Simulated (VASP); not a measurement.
# BN (P6_3/mmc) in VASP: a series of runs

BN is run at these levels: PBEsol; tasks: single point.

Program: VASP 6.6.1. These are calculated values, not measurements. Logs are shortened: lines on timing, memory, paths and dates and some standing lists are left out, and cuts for length are marked.

## 1. The cell of the first run

It takes space group P6_3/mmc (No. 194, hexagonal). The conventional cell has a = 2.399 Å, b = 2.399 Å, c = 6.741 Å, α = 90.00°, β = 90.00°, γ = 120.00°. Within 1.9 Å of B (site symmetry -6m2) lie 3 N at 1.39 Å. Within 1.9 Å of N (site symmetry -6m2) lie 3 B at 1.39 Å.

## 2. Single point, PBEsol (volume 8.401 Å^3 an atom, c/a of the conventional cell 2.8094)

INCAR reads:

```
ALGO = Normal
EDIFF = 1E-6
ENCUT = 520
GGA = PS
ISIF = 2
ISMEAR = 0
LASPH = True
LCHARG = True
LELF = True
LREAL = False
LVHAR = True
LWAVE = False
NBANDS = 16
NELM = 100
PREC = Accurate
SIGMA = 0.05
```

KPOINTS reads:

```
k-points
0
Gamma
  12 12 4
```

POSCAR reads:

```
BN
1.0
    2.3992886386      0.0000000000      0.0000000000
   -1.1996443193      2.0778449120      0.0000000000
    0.0000000000      0.0000000000      6.7405502298
B N
2 2
Direct
    0.3333333333      0.6666666667      0.2500000000
    0.6666666667      0.3333333333      0.7500000000
    0.3333333333      0.6666666667      0.7500000000
    0.6666666667      0.3333333333      0.2500000000
```

Potentials or basis: VASP PAW PBE potentials, release 64 (B, N).

The run is started by

```sh
> cat potpaw_PBE.64/B/POTCAR potpaw_PBE.64/N/POTCAR > POTCAR
> mpirun -np 1 vasp_std > vasp.out
```

OUTCAR:

```text
EDIFF = 1E-6
   ENCUT = 520
   GGA = PS
   ISIF = 2
   ISMEAR = 0
   LASPH = True
   LREAL = False
   NELM = 100
   PREC = Accurate

 ion  position               nearest neighbor table
   1  0.333  0.667  0.250-   4 1.39   4 1.39   4 1.39
   2  0.667  0.333  0.750-   3 1.39   3 1.39   3 1.39
   3  0.333  0.667  0.750-   2 1.39   2 1.39   2 1.39
   4  0.667  0.333  0.250-   1 1.39   1 1.39   1 1.39

  LATTYP: Found a hexagonal cell.
 ALAT       =     2.3992886386
 C/A-ratio  =     2.8093953022

  Lattice vectors:

 A1 = (   2.3992886386,   0.0000000000,   0.0000000000)
 A2 = (  -1.1996443193,   2.0778449120,   0.0000000000)
 A3 = (   0.0000000000,   0.0000000000,   6.7405502298)

Analysis of symmetry for initial positions (statically):
=====================================================================
 Subroutine PRICEL returns:
 Original cell was already a primitive cell.

 Routine SETGRP: Setting up the symmetry group for a
 hexagonal supercell.

 Subroutine GETGRP returns: Found 24 space group operations
 (whereof 12 operations were pure point group operations)
 out of a pool of 24 trial point group operations.

The static configuration has the point symmetry D_3d.
 The point group associated with its full space group is D_6h.

Analysis of symmetry for dynamics (positions and initial velocities):
=====================================================================
 Subroutine PRICEL returns:
 Original cell was already a primitive cell.

 Routine SETGRP: Setting up the symmetry group for a
 hexagonal supercell.

 Subroutine GETGRP returns: Found 24 space group operations
 (whereof 12 operations were pure point group operations)
 out of a pool of 24 trial point group operations.

The dynamic configuration has the point symmetry D_3d.
 The point group associated with its full space group is D_6h.

 Subroutine INISYM returns: Found 24 space group operations
 (whereof 12 operations are pure point group operations),
 and found     1 'primitive' translations

----------------------------------------------------------------------------------------

                                     Primitive cell

  volume of cell :      33.6040

  direct lattice vectors                    reciprocal lattice vectors
     2.399288639  0.000000000  0.000000000     0.416790204  0.240633936  0.000000000
    -1.199644319  2.077844912  0.000000000     0.000000000  0.481267872  0.000000000
[... 86 lines left out ...]
   LASPH  =      T    aspherical Exc in radial PAW
   ENCUT  =  520.0 eV  38.22 Ry    6.18 a.u.   4.46  4.46 12.53*2*pi/ulx,y,z
   NELM   =    100;   NELMIN=  2; NELMDL= -5     # of ELM steps
   EDIFF  = 0.1E-05   stopping-criterion for ELM
   LREAL  =      F    real-space projection
   EDIFFG = 0.1E-04   stopping-criterion for IOM
   NSW    =      0    number of steps for IOM
   IBRION =     -1    ionic relax: 0-MD 1-quasi-New 2-CG
   NFREE  =      0    steps in history (QN), initial steepest desc. (CG)
   ISIF   =      2    stress and relaxation
   ISYM   =      2    0-nonsym 1-usesym 2-fastsym
   POTIM  = 0.5000    time-step for ionic-motion
   TEBEG  =    0.0;   TEEND  =   0.0 temperature during run
   PSTRESS=    0.0 pullay stress
   NELECT =      16.0000    total number of electrons
   NUPDOWN=      -1.0000    fix difference up-down
   EMIN   =  10.00;   EMAX   =-10.00  energy-range for DOS
   EFERMI =   0.00;   METHOD = LEGACY
   ISMEAR =     0;   SIGMA  =   0.05  broadening in eV -4-tet -1-fermi 0-gaus
   EFERMI_NEDOS =   21; number of points for ismear=-14 and -15
   IALGO  =     38    algorithm
   IMIX   =      4    mixing-type and parameters
     AMIX     =   0.40;   BMIX     =  1.00
     AMIX_MAG =   1.60;   BMIX_MAG =  1.00
  volume/ion in A,a.u.               =       8.40        56.69
  Fermi-wavevector in a.u.,A,eV,Ry     =   1.278354  2.415739 22.234494  1.634189
  Thomas-Fermi vector in A             =   2.410902
   LORBIT       =      0    0 simple, 1 ext, 2 COOP (PROOUT), +10 PAW based schemes
   GGA     = PS    functional components
   LHFCALC =     F    Hartree Fock is set to
   AEXX    =    0.0000 exact exchange contribution
   IVDW    =     0    specifies the selected vdW correction
   LEPSILON=     F    determine dielectric tensor
   LRPA    =     F    only Hartree local field effects (RPA)
 non-spin polarized calculation
 Gauss-broadening in eV      SIGMA  =   0.05
  energy-cutoff  :      520.00
  volume of cell :       33.60
 maximum number of plane-waves:       938
 NGX is ok and might be reduce to    18
   NGX =  9   NGY =  9   NGZ = 25

 number of electron      16.0000006 magnetization

 Free energy of the ion-electron system (eV)
  ---------------------------------------------------
  ext. energy  EPLUGINS =         0.00000000
  ---------------------------------------------------
  free energy    TOTEN  =       -36.07530216 eV

  energy without entropy =      -36.07530216  energy(sigma->0) =      -36.07530216

 E-fermi :   2.9046     XC(G=0): -10.4608

 val. band max:        2.6350348798   @ k =   0.3333   0.3333   0.5000
 cond. band min:       7.0203396573   @ k =   0.5000  -0.0000   0.0000
 fundamental gap:      4.3853047775
 Fermi energy:         2.9045511757

 k-point     1 :       0.0000    0.0000    0.0000
  band No.  band energies     occupation
      1     -15.8915      2.00000
      2     -15.6330      2.00000
      3      -4.2613      2.00000
      4      -2.3277      2.00000
      5       1.5004      2.00000
      6       1.5004      2.00000
[... 433 lines left out ...]
      3      -4.5135      2.00000
      4      -4.4695      2.00000
      5      -1.0590      2.00000
      6      -1.0281      2.00000
[... 8 lines left out ...]
     15      20.5526      0.00000
     16      22.4357      0.00000

 [... further k-points ...]
[... 5 lines left out ...]
  --------------------------------------------------------------------------------------
  -------------------------------------------------------------------------------------
  Total       11.6637393     11.6637393      0.1215439      0.0000000      0.0000000      0.0000000
  in kB      556.1057813    556.1057813      5.7949934      0.0000000      0.0000000      0.0000000
  external PRESSURE =     372.6688520 kB  Pullay stress =       0.0000000 kB

 VOLUME and BASIS-vectors are now :
 -----------------------------------------------------------------------------
  energy-cutoff  :      520.00
  volume of cell :       33.60
      direct lattice vectors                 reciprocal lattice vectors
     2.399288639  0.000000000  0.000000000     0.416790204  0.240633936  0.000000000
    -1.199644319  2.077844912  0.000000000     0.000000000  0.481267872  0.000000000
     0.000000000  0.000000000  6.740550230     0.000000000  0.000000000  0.148355841

 POSITION                                       TOTAL-FORCE (eV/Angst)
 -----------------------------------------------------------------------------------
     -0.00000      1.38523      1.68514         0.000000      0.000000      0.000000
      1.19964      0.69261      5.05541        -0.000000     -0.000000      0.000000
     -0.00000      1.38523      5.05541        -0.000000      0.000000      0.000000
      1.19964      0.69261      1.68514         0.000000     -0.000000      0.000000
 -----------------------------------------------------------------------------------
    total drift:                                0.000000     -0.000000      0.000000

  FREE ENERGIE OF THE ION-ELECTRON SYSTEM (eV)
  ---------------------------------------------------
  free  energy   TOTEN  =       -36.0753021630 eV

  energy  without entropy=      -36.0753021630  energy(sigma->0) =      -36.07530216
```

It took 16 s on 1 thread of AMD EPYC 9R45 (Zen 5), shared host; peak memory 0.12 GiB.

What came out:

* Free energy: -36.0753 eV
* Pressure: 37.3 GPa
* Band gap on the k mesh: 4.39 eV, indirect (least direct gap 4.90 eV)

Levels at points of the mesh, in eV from the valence-band top:
```tsv
k point	band 4	band 5	band 6	band 7	band 8	band 9	band 10	band 11	band 12	band 13
(0.00, 0.00, 0.00)	-4.96	-1.13	-1.13	-1.11	-1.11	4.87	10.26	12.62	12.62	12.71
(0.50, 0.00, 0.00)	-9.39	-4.32	-4.28	-1.53	-0.62	4.39	5.77	10.56	11.33	12.87
(0.00, 0.00, 0.50)	-6.03	-1.12	-1.12	-1.12	-1.12	7.28	7.28	12.66	12.66	12.66
(0.50, 0.00, 0.50)	-9.41	-4.30	-4.30	-1.06	-1.06	4.88	4.88	11.18	11.18	13.96
```

Caveat: the PAW data sets were made with another functional, which shifts forces and pressure a little; this functional lacks dispersion, which binds the layers, so the pressure and a relaxed spacing across them are unreliable. A k mesh can miss the band edges.

## 3. Single point, PBEsol (volume 8.401 Å^3 an atom, c/a of the conventional cell 2.9482)

INCAR reads:

```
SYSTEM = BN
PREC = Accurate
ENCUT = 520
EDIFF = 1E-7
ISMEAR = 0
SIGMA = 0.05
LREAL = .False.
LASPH = .True.
NELM = 80
ALGO = Normal
ISIF = 2
LWAVE = .False.
LCHARG = .False.
GGA = PS
NBANDS = 16
```

KPOINTS reads:

```
Automatic mesh
0
Gamma
  12 12 4
  0 0 0
```

POSCAR reads:

```
BN
1.0
    2.3610279818      0.0000000000      0.0000000000
   -1.1805139909      2.0447102113      0.0000000000
    0.0000000000      0.0000000000      6.9607826959
B N
2 2
Direct
    0.3333333333      0.6666666667      0.2500000000
    0.6666666667      0.3333333333      0.7500000000
    0.3333333333      0.6666666667      0.7500000000
    0.6666666667      0.3333333333      0.2500000000
```

Potentials or basis: VASP PAW PBE potentials, release 64 (B, N).

The run is started by

```sh
> cat potpaw_PBE.64/B/POTCAR potpaw_PBE.64/N/POTCAR > POTCAR
> mpirun -np 1 vasp_std > vasp.out
```

It took 17 s on 1 thread of AMD EPYC 9R45 (Zen 5), shared host; peak memory 0.12 GiB.

Results (log left out):

```yaml
Free_energy: -35.6244 eV
Pressure: 52.7 GPa
Band_gap_on_the_k_mesh: 4.52 eV, indirect (least direct gap 5.03 eV)
```

Stress tensor (GPa, compression positive):
```
79.01  0.00  0.00
 0.00 79.01  0.00
 0.00  0.00  0.03
```

Levels at points of the mesh, in eV from the valence-band top:
```
           k point  band 5  band 6  band 7  band 8  band 9  band 10  band 11  band 12
(0.00, 0.00, 0.00)   -1.06   -1.06   -1.05   -1.05    4.63     9.80    13.06    13.06
(0.50, 0.00, 0.00)   -4.39   -4.36   -1.49   -0.75    4.52     5.72    10.95    11.91
(0.00, 0.00, 0.50)   -1.05   -1.05   -1.05   -1.05    6.85     6.85    13.09    13.09
(0.50, 0.00, 0.50)   -4.38   -4.38   -1.12   -1.12    4.97     4.97    11.65    11.65
```

Caveat: the PAW data sets were made with another functional, which shifts forces and pressure a little; this functional lacks dispersion, which binds the layers, so the pressure and a relaxed spacing across them are unreliable. A k mesh can miss the band edges.

[end of part 1 of 2]
